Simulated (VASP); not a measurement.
# Si4O in VASP: notebook

Runs on Si4O. Level: PBE+D3(BJ). Tasks: single point.

Everything below comes from runs of VASP 6.6.1. Logs are shortened: lines on timing, memory, paths and dates and some standing lists are left out, and cuts for length are marked.

## (1) The cell of the first run

The cell holds a slab with vacuum, 5 atoms: a = 3.833 Å, b = 3.833 Å, c = 21.203 Å, α = 90.00°, β = 90.00°, γ = 90.00°.

## (2) Single point, PBE+D3(BJ), collinear spin, ferromagnetic start

Input file INCAR:

```
SYSTEM = Si4O
PREC = Accurate ; ENCUT = 520
EDIFF = 1E-7 ; ISMEAR = 0
SIGMA = 0.05 ; LREAL = .FALSE.
LASPH = .TRUE. ; NELM = 150
ALGO = Normal ; ISIF = 2
LWAVE = .FALSE. ; LCHARG = .FALSE.
ISPIN = 2 ; MAGMOM = 0 0 0 0 2
LORBIT = 11 ; LDIPOL = .TRUE.
IDIPOL = 3 ; DIPOL = 0.5 0.5 0.326
GGA = PE ; IVDW = 12
NBANDS = 23
```

Input file KPOINTS:

```
Automatic mesh
0
G
  7 7 1
  0 0 0
```

Input file POSCAR:

```
Si4O
1.0
    3.8333442603      0.0000000000      0.0000000000
    0.0000000000      3.8333442603      0.0000000000
    0.0000000000      0.0000000000     21.2034818054
Si O
4 1
Direct
    0.0000000000      0.5000000000      0.1886482624
    0.0000000000      0.0000000000      0.2525666261
    0.5000000000      0.0000000000      0.3191936744
    0.5000000000      0.5000000000      0.3821769405
    0.8750000000      1.0000000000      0.4859334849
```

Potentials or basis: VASP PAW PBE potentials, release 64 (Si, O).

Launch:

```console
$ cat potpaw_PBE.64/Si/POTCAR potpaw_PBE.64/O/POTCAR > POTCAR
$ mpirun -np 1 vasp_std > vasp.out
```

OUTCAR:

```text
SYSTEM = Si4O
   PREC = Accurate
   ENCUT = 520
   EDIFF = 1E-7
   ISMEAR = 0
   LREAL = .FALSE.
   LASPH = .TRUE.
   NELM = 150
   ISIF = 2
   ISPIN = 2
   LORBIT = 11
   GGA = PE
   IVDW = 12
 IVDW          = 12

 ion  position               nearest neighbor table
   1  0.000  0.500  0.189-   2 2.35   2 2.35
   2  0.000  0.000  0.253-   1 2.35   1 2.35   3 2.38   3 2.38
   3  0.500  0.000  0.319-   4 2.34   4 2.34   2 2.38   2 2.38
   4  0.500  0.500  0.382-   3 2.34   3 2.34
   5  0.875  0.000  0.486-

  LATTYP: Found a simple tetragonal cell.
 ALAT       =     3.8333442603
 C/A-ratio  =     5.5313273125

  Lattice vectors:

 A1 = (   3.8333442603,   0.0000000000,   0.0000000000)
 A2 = (   0.0000000000,   3.8333442603,   0.0000000000)
 A3 = (   0.0000000000,   0.0000000000,  21.2034818054)

Analysis of symmetry for initial positions (statically):
=====================================================================
 Subroutine PRICEL returns:
 Original cell was already a primitive cell.

 Routine SETGRP: Setting up the symmetry group for a
 simple tetragonal supercell.

 Subroutine GETGRP returns: Found  2 space group operations
 (whereof  2 operations were pure point group operations)
 out of a pool of 16 trial point group operations.

The static configuration has the point symmetry C_1h.

Analysis of symmetry for dynamics (positions and initial velocities):
=====================================================================
 Subroutine PRICEL returns:
 Original cell was already a primitive cell.

 Routine SETGRP: Setting up the symmetry group for a
 simple tetragonal supercell.

 Subroutine GETGRP returns: Found  2 space group operations
 (whereof  2 operations were pure point group operations)
 out of a pool of 16 trial point group operations.

The dynamic configuration has the point symmetry C_1h.

Analysis of structural, dynamic, and magnetic symmetry:
=====================================================================
 Subroutine PRICEL returns:
 Original cell was already a primitive cell.

 Routine SETGRP: Setting up the symmetry group for a
 simple tetragonal supercell.

 Subroutine GETGRP returns: Found  2 space group operations
 (whereof  2 operations were pure point group operations)
 out of a pool of 16 trial point group operations.

The overall configuration has the point symmetry C_1h.

 Subroutine INISYM returns: Found  2 space group operations
 (whereof  2 operations are pure point group operations),
 and found     1 'primitive' translations

----------------------------------------------------------------------------------------

                                     Primitive cell

  volume of cell :     311.5752

  direct lattice vectors                    reciprocal lattice vectors
     3.833344260  0.000000000  0.000000000     0.260868822  0.000000000  0.000000000
     0.000000000  3.833344260  0.000000000     0.000000000  0.260868822  0.000000000
     0.000000000  0.000000000 21.203481805     0.000000000  0.000000000  0.047162066

  length of vectors
     3.833344260  3.833344260 21.203481805     0.260868822  0.260868822  0.047162066

  position of ions in fractional coordinates (direct lattice)
     0.000000000  0.500000000  0.188648262
     0.000000000  0.000000000  0.252566626
     0.500000000  0.000000000  0.319193674
     0.500000000  0.500000000  0.382176941
     0.875000000  0.000000000  0.485933485

  ion indices of the primitive-cell ions
   primitive index   ion index
                 1           1
                 2           2
                 3           3
                 4           4
                 5           5

----------------------------------------------------------------------------------------

 KPOINTS: Automatic mesh

[... 26 lines left out ...]
  0.000000  0.142857  0.000000      2.000000
  0.285714  0.000000  0.000000      2.000000
  0.000000  0.285714  0.000000      2.000000
  0.428571  0.000000  0.000000      2.000000
[... 8 lines left out ...]
 -0.285714  0.428571  0.000000      4.000000
  0.428571  0.428571  0.000000      4.000000
   k-points           NKPTS =     16   k-points in BZ     NKDIM =     16   number of bands    NBANDS=     23
   number of dos      NEDOS =    301   number of ions     NIONS =      5
   total plane-waves  NPLWV = 144000
   dimension x,y,z NGX =    30 NGY =   30 NGZ =  160
   dimension x,y,z NGXF=    60 NGYF=   60 NGZF=  320
   ions per type =               4   1
   NGX,Y,Z   is equivalent  to a cutoff of  13.01, 13.01, 12.54 a.u.
   NGXF,Y,Z  is equivalent  to a cutoff of  26.02, 26.02, 25.09 a.u.
 SYSTEM =  Si4O
   PREC   = accura    normal or accurate (medium, high low for compatibility)
   ISTART =      0    job   : 0-new  1-cont  2-samecut
   ICHARG =      2    charge: 1-file 2-atom 10-const
   ISPIN  =      2    spin polarized calculation?
   LNONCOLLINEAR =      F non collinear calculations
   LSORBIT =      F    spin-orbit coupling
   LASPH  =      T    aspherical Exc in radial PAW
   ENCUT  =  520.0 eV  38.22 Ry    6.18 a.u.   7.13  7.13 39.42*2*pi/ulx,y,z
   NELM   =    150;   NELMIN=  2; NELMDL= -5     # of ELM steps
   EDIFF  = 0.1E-06   stopping-criterion for ELM
   LREAL  =      F    real-space projection
   EDIFFG = 0.1E-05   stopping-criterion for IOM
   NSW    =      0    number of steps for IOM
   IBRION =     -1    ionic relax: 0-MD 1-quasi-New 2-CG
   NFREE  =      0    steps in history (QN), initial steepest desc. (CG)
   ISIF   =      2    stress and relaxation
   ISYM   =      2    0-nonsym 1-usesym 2-fastsym
   POTIM  = 0.5000    time-step for ionic-motion
   TEBEG  =    0.0;   TEEND  =   0.0 temperature during run
   PSTRESS=    0.0 pullay stress
   NELECT =      22.0000    total number of electrons
   NUPDOWN=      -1.0000    fix difference up-down
   EMIN   =  10.00;   EMAX   =-10.00  energy-range for DOS
   EFERMI =   0.00;   METHOD = LEGACY
   ISMEAR =     0;   SIGMA  =   0.05  broadening in eV -4-tet -1-fermi 0-gaus
   EFERMI_NEDOS =   21; number of points for ismear=-14 and -15
   IALGO  =     38    algorithm
   IMIX   =      4    mixing-type and parameters
     AMIX     =   0.40;   BMIX     =  1.00
     AMIX_MAG =   1.60;   BMIX_MAG =  1.00
  volume/ion in A,a.u.               =      62.32       420.52
  Fermi-wavevector in a.u.,A,eV,Ry     =   0.676646  1.278675  6.229423  0.457850
  Thomas-Fermi vector in A             =   1.754020
   LORBIT       =     11    0 simple, 1 ext, 2 COOP (PROOUT), +10 PAW based schemes
   GGA     = PE    functional components
   LHFCALC =     F    Hartree Fock is set to
   AEXX    =    0.0000 exact exchange contribution
   IVDW    =    12    specifies the selected vdW correction
   LEPSILON=     F    determine dielectric tensor
   LRPA    =     F    only Hartree local field effects (RPA)
 spin polarized calculation
 Gauss-broadening in eV      SIGMA  =   0.05
  energy-cutoff  :      520.00
  volume of cell :      311.58
 maximum number of plane-waves:      8422
 NGX is ok and might be reduce to    30
   NGX = 15   NGY = 15   NGZ = 79

 dipolmoment           0.000000      0.000000     -0.000275 electrons x Angstroem

 number of electron      22.0000004 magnetization       2.0121977

 dipolmoment           0.000000      0.000000      0.178427 electrons x Angstroem

 Free energy of the ion-electron system (eV)
  ---------------------------------------------------
  ext. energy  EPLUGINS =         0.00000000
  ---------------------------------------------------
  free energy    TOTEN  =       -20.49409783 eV

  energy without entropy =      -20.49111666  energy(sigma->0) =      -20.49260724

 E-fermi :  -3.0543     XC(G=0):  -3.7652

 val. band max:       -3.0793744453   @ k =   0.4286   0.2857   0.0000
 cond. band min:      -3.0403006378   @ k =   0.0000   0.4286   0.0000
 fundamental gap:      0.0390738075
 Fermi energy:        -3.0543419320

 spin component 1

 k-point     1 :       0.0000    0.0000    0.0000
  band No.  band energies     occupation
      1     -20.6807      1.00000
      2     -13.9803      1.00000
      3     -11.8335      1.00000
      4      -8.5055      1.00000
      5      -6.2539      1.00000
      6      -5.9795      1.00000
[... 405 lines left out ...]
     22       5.6860      0.00000
     23       6.1283      0.00000
 Fermi energy:        -3.0543419320

 spin component 2

 k-point     1 :       0.0000    0.0000    0.0000
  band No.  band energies     occupation
      1     -17.7141      1.00000
      2     -13.9265      1.00000
      3     -11.7608      1.00000
      4      -8.4131      1.00000
      5      -4.9900      1.00000
      6      -4.7471      1.00000
[... 405 lines left out ...]
     22       5.7915      0.00000
     23       6.2310      0.00000

------------------------ aborting loop because EDIFF is reached ----------------------------------------

 vacuum level on the upper side and lower side of the slab       (xc-potential included)         1.066        -1.077

 Edisp (eV)   -1.00480

 E8    (eV) :    -0.4281

  FORCE on cell =-STRESS in cart. coord.  units (eV):
  Direction    XX          YY          ZZ          XY          YZ          ZX
  --------------------------------------------------------------------------------------
  -------------------------------------------------------------------------------------
  Total      -4.16866    -1.89800    -1.81719     0.00000     0.00000    -0.34600
  in kB     -21.43603    -9.75987    -9.34432     0.00000     0.00000    -1.77921
  external pressure =      -13.51 kB  Pullay stress =        0.00 kB

 VOLUME and BASIS-vectors are now :
 -----------------------------------------------------------------------------
  energy-cutoff  :      520.00
  volume of cell :      311.58
      direct lattice vectors                 reciprocal lattice vectors
     3.833344260  0.000000000  0.000000000     0.260868822  0.000000000  0.000000000
     0.000000000  3.833344260  0.000000000     0.000000000  0.260868822  0.000000000
     0.000000000  0.000000000 21.203481805     0.000000000  0.000000000  0.047162066

 POSITION                                       TOTAL-FORCE (eV/Angst)
 -----------------------------------------------------------------------------------
      0.00000      1.91667      4.00000        -0.011483      0.000000     -0.000684
      0.00000      0.00000      5.35529         0.024638      0.000000      0.149618
      1.91667      0.00000      6.76802        -0.003715      0.000000     -0.045936
      1.91667      1.91667      8.10348         0.141104      0.000000      0.550427
      3.35418      0.00000     10.30348        -0.150544      0.000000     -0.653425
 -----------------------------------------------------------------------------------
    total drift:                                0.000007     -0.000000     -0.000096

  FREE ENERGIE OF THE ION-ELECTRON SYSTEM (eV)
  ---------------------------------------------------
  free  energy   TOTEN  =       -21.4988953771 eV

  energy  without entropy=      -21.4959142138  energy(sigma->0) =      -21.49740480

 vacuum level on the upper side and lower side of the slab         4.476         2.280

 total charge

# of ion       s       p       d       tot
------------------------------------------
    1        0.864   0.720   0.000   1.584
    2        0.776   0.895   0.000   1.670
    3        0.777   0.897   0.000   1.673
    4        0.868   0.688   0.000   1.556
    5        1.618   2.969   0.000   4.588
--------------------------------------------------
tot          4.903   6.169   0.000  11.072

 magnetization (x)

# of ion       s       p       d       tot
------------------------------------------
    1        0.001   0.021   0.000   0.022
    2        0.001   0.000   0.000   0.001
    3        0.004   0.019   0.000   0.023
    4        0.026   0.044   0.000   0.069
    5        0.015   1.350   0.000   1.365
--------------------------------------------------
tot          0.048   1.433   0.000   1.481
```

It took 59 min on 1 thread of Intel Xeon 8259CL, shared host; peak memory 0.61 GiB.

What came out:

- Free energy: -21.4989 eV
- Largest force: 0.671 eV/Å
- Band gap on the k mesh: zero (filled and empty bands overlap)
- Net moment: 2.01 μB per cell
- Site moments: Si +0.02, +0.00, +0.07 (each value once); O +1.36 μB
- Valence electrons inside the program's atomic spheres: Si 1.58, 1.67, 1.56 (each value once); O 4.59
- Dispersion energy per atom: -0.201 eV

Forces on the atoms (eV/Å):
```
Si  -0.011  0.000 -0.001
Si   0.025  0.000  0.150
Si  -0.004  0.000 -0.046
Si   0.141  0.000  0.550
O   -0.151  0.000 -0.653
```

Levels at points of the mesh, in eV from the Fermi level:
Spin up:
```csv
k point,band 8,band 9,band 10,band 11,band 12,band 13,band 14,band 15,band 16,band 17
"(0.00, 0.00, 0.00)",-1.98,-1.72,-1.26,-0.59,0.57,1.31,1.81,1.96,3.07,3.33
```
Spin down:
```tsv
k point	band 8	band 9	band 10	band 11	band 12	band 13
(0.00, 0.00, 0.00)	-0.57	-0.43	0.44	0.49	0.87	1.45
```

[end of part 1 of 2]

The gap in the log of VASP goes by the Fermi energy; the results here count the filled bands.